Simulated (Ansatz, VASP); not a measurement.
# C in VASP and in Ansatz

```
C
1.0
     2.43149    0.00000    0.00000
    -1.21575    2.10573    0.00000
     0.00000    0.00000    8.59787
C
8
Cartesian
  0.0000 0.0000 0.7614
  0.0000 0.0000 5.0603
  0.0000 0.0000 3.5376
  0.0000 0.0000 7.8365
  0.0000 1.4038 1.3666
  1.2157 0.7019 5.6656
  0.0000 1.4038 2.9323
  1.2157 0.7019 7.2312
```

Change from the starting cell: mode 21 frozen in at -0.036 Å, strain +e along z and -e/2 along x and y +0.0467.

Alike in both runs: task single point; functional LDA; k mesh 12 × 12 × 4; occupations gaussian, width 0.05 eV; no spin polarisation.

|  | VASP | Ansatz |
| --- | --- | --- |
| version | VASP 6.6.1 | Ansatz 0.2.0 |
| potentials or method | VASP PAW LDA potentials, release 64 (C), cutoff 520 eV | scalar-relativistic, plane waves, PAW |
| valence electrons in the cell | 32 | 32 |

VASP gave:

```
gap on the k mesh at the Fermi level (eV)                     : 3.31
least direct gap on the mesh (eV)                             : 4.11
pressure (GPa)                                                : 2.2
traceless stress, the component that is largest in VASP (GPa) : -58.29
rms of the force components (eV/Å)                            : 1.365
```

Q: Estimate Ansatz's values.

A: gap on the k mesh at the Fermi level (eV): 3.33; least direct gap on the mesh (eV): 4.12; pressure (GPa): 0.5; traceless stress, the component that is largest in VASP (GPa): -58.35; rms of the force components (eV/Å): 1.373.

Ansatz warns that its potentials were made for another functional, while VASP's fit it. LDA's correlation is that of Perdew and Zunger in VASP and of Perdew and Wang (1992) in Ansatz. Atom by atom the forces differ by 0.008 eV/Å (rms over components).
